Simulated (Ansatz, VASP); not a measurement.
## Zr: VASP beside Ansatz

The input INCAR:

```
ALGO = Normal
EDIFF = 1E-7
ENCUT = 520
GGA = PE
ISIF = 2
ISMEAR = 0
LASPH = T
LCHARG = F
LREAL = F
LWAVE = F
NBANDS = 19
NELM = 80
PREC = Accurate
SIGMA = 0.025
```

Contents of KPOINTS:

```
k-points
0
Gamma
  9 9 5
```

The input POSCAR:

```
Zr
1.0
    3.2320000000      0.0000000000      0.0000000000
   -1.6160000000      2.7989941050      0.0000000000
    0.0000000000      0.0000000000      5.1470000000
Zr
2
Direct
    0.6666666667      0.3333333333      0.7500000000
    0.3333333333      0.6666666667      0.2500000000
```

The input input.yaml:

```yaml
crystal:
  lattice:
    - [3.232, 0.0, 0.0]
    - [-1.616, 2.798994105, 0.0]
    - [0.0, 0.0, 5.147]
  atoms:
    - { symbol: Zr, position: [0.6666666667, 0.3333333333, 0.75] }
    - { symbol: Zr, position: [0.3333333333, 0.6666666667, 0.25] }
kpoints:
  mp_grid: { grid: [9, 9, 5] }
scf:
  occupations: { method: gaussian, width: 0.025 }
hamiltonian:
  xc: pbe
  pseudopotentials: { kind: all_electron, lapw: { basis_error: 0.001 } }
output:
  forces: true
  stress: true
  eigenvalues: true
```

Alike in both runs: task single point; functional PBE; k mesh 9 × 9 × 5; occupations gaussian, width 0.025 eV; no spin polarisation.

|  | VASP | Ansatz |
| --- | --- | --- |
| version | VASP 6.6.1 | Ansatz 0.2.0 |
| potentials or method | VASP PAW PBE potentials, release 64 (Zr_sv), cutoff 520 eV | all-electron LAPW, scalar-relativistic |

```tsv
	VASP	Ansatz	Ansatz less VASP
gap on the k mesh at the Fermi level (eV)	none	none	-
pressure (GPa)	0.6	0.6	+0.01
traceless stress, the component that is largest in VASP (GPa)	0.72	0.73	+0.002
```

A gap of «none» marks a metal or a gap that the smearing closes. Ansatz ran all-electron here, and VASP with PAW potentials.
